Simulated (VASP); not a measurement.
Runs of VASP 6.6.1 on MgAu. The structure is that of space group Pm-3m (No. 221), or close to it. The cells are those of the table. 

| cell | gap on the mesh (eV) | pressure (GPa) |
| --- | --- | --- |
| a = 3.333 Å, 2 atoms | none | -8.6 |
| a = 3.302 Å, 2 atoms | none | -6.8 |
| a = 3.270 Å, 2 atoms | none | -4.6 |
| a = 3.237 Å, 2 atoms | none | (b) |
| a = 3.204 Å, 2 atoms | none | (a) |

Alike in all rows: task single point; level LDA; potentials or basis VASP PAW LDA potentials, release 64 (Mg, Au); no spin polarisation; k mesh 9 × 9 × 9; cutoff (eV) 520; smearing methfessel-paxton 0.1 eV.

Question: Fill in the values left out.

Answer: (a) 1.1; (b) -2.1.

Caveats: spin-orbit coupling is left out, which moves the levels of the heavy elements.

A k mesh can miss the band edges, and the runs leave out spin-orbit coupling on Au.

A gap of «none» marks levels without a gap at the run's occupations.
